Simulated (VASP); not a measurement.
Write the native input for VASP 6.6.1 that does the following.

```yaml
Task: single point
Functional: PBE
Potentials_or_basis: VASP PAW PBE potentials, release 64 (Ni, Si)
Cutoff: 400 eV
k_mesh: 1 × 1 × 1, shifted
Occupations: fermi-dirac, width 0.1543 eV
Spin: no spin polarisation
Dipole_correction: no
Further_INCAR_settings: LREAL = Auto; ALGO = Normal; EDIFF = 1e-06; NBANDS = 98; ISYM = -1
```

The structure of Si3Ni7 lies in POSCAR:

```
Si3Ni7
1.0
    6.3191000000      0.0520890000     -0.0979460000
    0.0520890000      6.2804780000      0.1071670000
   -0.0979460000      0.1071670000      6.3162060000
Ni Si
14 6
Direct
    0.2043551578      0.1526562795      0.7304575017
    0.4183700272      0.6718468241      0.3776659378
    0.5061337394      0.4039655486      0.6391263995
    0.3546380705      0.2142101498      0.3323609333
    1.0787990625      0.4691936882      0.4295426674
    0.1157037313      0.3484843314      0.0268173168
    0.7993564296      0.7274939169      0.5417132412
    1.0065443082      0.6893869127      0.0869929609
    0.6762555045      0.9276424988      0.2711303048
    0.7624665515      0.1734304270      0.5183489155
    0.1305407696      0.9048460116      0.4617820118
    0.3259973218      0.9583970197      0.0799381148
    0.2607018173      0.6661343571      0.7841884954
    0.7335921540      0.4552969207      0.2666177468
    0.4871593825      0.9642393097      0.5799227699
    0.8974105313      0.4325886586      0.7401833542
    0.9562877935      0.1593385409      0.2364974687
    0.5592096477      0.6568582992      0.0204375562
    0.5235215020      0.2441632266     -0.0311708332
    0.9318090924      0.9268141242      0.7770981637
```

One way to write it, as run:

INCAR

```
SYSTEM = Si3Ni7
PREC = Accurate ; ENCUT = 400
EDIFF = 1E-6 ; ISMEAR = -1
SIGMA = 0.1543 ; LREAL = Auto
LASPH = .TRUE. ; NELM = 120
ALGO = Normal ; ISIF = 2
LWAVE = .FALSE. ; LCHARG = .TRUE.
GGA = PE ; LELF = .TRUE.
LVHAR = .TRUE. ; NBANDS = 98
ISYM = -1 ; GGA_COMPAT = .FALSE.
```

KPOINTS

```
explicit points
1
Reciprocal
  0.25000000   0.25000000   0.25000000 1
```

Potentials or basis: VASP PAW PBE potentials, release 64 (Ni, Si).

Command:

```sh
$ cat potpaw_PBE.64/Ni/POTCAR potpaw_PBE.64/Si/POTCAR > POTCAR
$ mpirun -np 1 vasp_std > vasp.out
```

It gave:

```yaml
Pressure: -3.2 GPa
Largest_force: 3.547 eV/Å
```

Caveat: the atoms stand as in a frame of molecular dynamics.

It took 110 s on 1 thread of Intel Xeon 8259CL, on a shared host, peak memory 0.22 GiB.
